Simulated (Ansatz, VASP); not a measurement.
**Au in VASP and in Ansatz**

Contents of POSCAR:

```
Au
1.0
   -1.6324099650      1.6324099650      1.6324099650
    1.6324099650     -1.6324099650      1.6324099650
    1.6324099650      1.6324099650     -1.6324099650
Au
1
Direct
    0.0000000000      0.0000000000      0.0000000000
```

File INCAR.step1:

```
PREC = Accurate ; ENCUT = 520
ISMEAR = 0 ; SIGMA = 0.15
LREAL = False ; LASPH = True
NELM = 60 ; NBANDS = 12
GGA = PE ; ALGO = Normal
EDIFF = 1E-4 ; LWAVE = True
LCHARG = False
```

The input INCAR.step2:

```
PREC = Accurate ; ENCUT = 520
EDIFF = 1E-7 ; ISMEAR = 0
SIGMA = 0.15 ; LREAL = False
LASPH = True ; NELM = 60
ALGO = Normal ; ISIF = 2
LWAVE = False ; LCHARG = False
METAGGA = R2SCAN ; LMIXTAU = True
NBANDS = 12 ; ISTART = 1
```

File KPOINTS:

```
regular mesh
0
Gamma
  20 20 20
```

Input for Ansatz:

```yaml
crystal:
  lattice:
    - [-1.632409965, 1.632409965, 1.632409965]
    - [1.632409965, -1.632409965, 1.632409965]
    - [1.632409965, 1.632409965, -1.632409965]
  atoms:
    - { symbol: Au, position: [0.0, 0.0, 0.0] }
basis:
  ecutwfc: 500
kpoints:
  mp_grid: { grid: [20, 20, 20] }
hamiltonian:
  xc: r2scan
scf:
  occupations: { method: gaussian, width: 0.15 }
output:
  forces: true
  stress: true
  eigenvalues: true
```

Change from the starting cell: strain -0.015 along x and y, -0.015 along z, atoms carried along.

Alike in both runs: task single point; functional r2SCAN; k mesh 20 × 20 × 20; occupations gaussian, width 0.15 eV; no spin polarisation.

|  | VASP | Ansatz |
| --- | --- | --- |
| version | VASP 6.6.1 | Ansatz 0.2.0 |
| potentials or method | VASP PAW PBE potentials, release 64 (Au), cutoff 520 eV | scalar-relativistic, plane waves, PAW |
| valence electrons in the cell | 11 | 19 |

```csv
,VASP,Ansatz,Ansatz less VASP
gap on the k mesh at the Fermi level (eV),none,none,-
pressure (GPa),1.9,1.6,-0.30
```

VASP's potentials were made for PBE, not for r2SCAN. A gap of «none» marks a metal or a gap that the smearing closes. With one functional, cell and mesh, what is left measures potentials, basis and numerics. VASP's potentials hold 11 valence electrons a cell and Ansatz's 19, so a difference there can come from the potentials and not from the codes.

Neither program's run includes spin-orbit coupling.
